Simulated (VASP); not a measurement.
MnO (Manganosite):

```xyz
2
Lattice="3.1438 0.0000 0.0000 1.5719 2.7226 0.0000 1.5719 0.9075 2.5669" Properties=species:S:1:pos:R:3 pbc="T T T"
Mn    0.0000    0.0000    0.0000
O     3.1438    1.8151    1.2834
```

Base run:

```yaml
Program: VASP 6.6.1
Functional: PBE
Potentials_or_basis: VASP PAW PBE potentials, release 64 (Mn_pv, O)
Cutoff: 520 eV
k_mesh: 7 × 7 × 7
Occupations: fermi-dirac, width 0.3 eV
Spin: collinear spin, ferromagnetic start
Starting_moments: "[4.0, 0.0] μB"
Hubbard_terms: Mn d U = 1.0 eV
```

Its results: pressure 2.0 GPa; net moment 4.80 μB per cell; site moments Mn +4.39; O +0.18 μB.

**Question.** The run is repeated on the same cell with these changes: hubbard terms from Mn d U = 1.0 eV to Mn d U = 7.0 eV; further incar settings from ALGO = Normal; EDIFF = 1e-07; NBANDS = 20 to ALGO = Normal; EDIFF = 1e-06; NBANDS = 20. What comes out?

**Answer.** Pressure 9.1 GPa; net moment 5.00 μB per cell; site moments Mn +4.70; O +0.10 μB.

Caveats: a cell with one magnetic atom can't hold antiferromagnetic order, which such compounds often take.
